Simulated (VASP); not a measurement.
## AgCl: single point with LDA

Slab: AgCl, a slab with vacuum.

```
CELL_PARAMETERS angstrom
5.31466 0.00000 0.00000
-2.27736 6.15535 0.00000
0.00000 0.00000 16.32858
ATOMIC_POSITIONS crystal
Ag 0.85887 0.93548 0.10494
Ag 0.67437 0.30780 0.07899
Ag 0.21029 0.45778 0.25041
Ag 0.29399 0.88240 0.27468
Ag 0.91377 0.37376 0.37229
Ag 0.66815 0.84059 0.39694
Cl 0.19690 0.36919 0.06124
Cl 0.33633 0.87407 0.12269
Cl 0.70159 0.52517 0.21083
Cl 0.97458 0.08381 0.27190
Cl 0.18166 0.79916 0.42679
Cl 0.44372 0.40784 0.44109
```

```yaml
Program: VASP 6.6.1
Task: single point
Functional: LDA
Potentials_or_basis: VASP PAW LDA potentials, release 64 (Ag, Cl)
Cutoff: 520 eV
k_mesh: 2 × 2 × 1
Occupations: fermi-dirac, width 0.05 eV
Spin: no spin polarisation
```

```json
{
  "Largest force": "2.082 eV/Å",
  "Band gap on the k mesh": "1.05 eV, indirect (least direct gap 1.30 eV)"
}
```

Forces on the atoms (eV/Å):
```
Ag  -0.004  0.335  0.441
Ag   0.111 -0.100  0.318
Ag   1.110  0.980 -1.464
Ag   0.259 -0.231  0.272
Ag  -1.046  0.089  1.427
Ag   0.074 -0.506 -0.174
Cl  -0.413 -0.918  0.248
Cl   0.277  0.491  0.192
Cl   0.118  0.173  0.115
Cl  -0.886 -0.629  0.316
Cl  -0.248  0.024 -0.832
Cl   0.649  0.291 -0.860
```

Levels at points of the mesh, in eV from the valence-band top:
| k point | band 50 | band 51 | band 52 | band 53 | band 54 | band 55 | band 56 | band 57 | band 58 | band 59 |
| --- | --- | --- | --- | --- | --- | --- | --- | --- | --- | --- |
| (0.00, 0.00, 0.00) | -0.78 | -0.73 | -0.59 | -0.46 | -0.25 | 1.05 | 2.14 | 2.72 | 3.62 | 3.87 |
| (0.50, 0.00, 0.00) | -0.46 | -0.41 | -0.34 | -0.23 | -0.09 | 2.44 | 3.03 | 3.51 | 4.44 | 4.68 |
| (0.00, 0.50, 0.00) | -0.85 | -0.75 | -0.63 | -0.51 | -0.34 | 2.13 | 2.37 | 2.59 | 2.89 | 3.76 |
| (0.50, 0.50, 0.00) | -0.55 | -0.46 | -0.29 | -0.20 | 0.00 | 2.44 | 3.31 | 3.53 | 4.16 | 4.30 |

Run time: 9.4 min on 1 thread of Oxide Virtual Turin-like Processor (shared host), peak memory 0.41 GiB.

Caveat: the k points lie up to 0.63 Å⁻¹ apart.
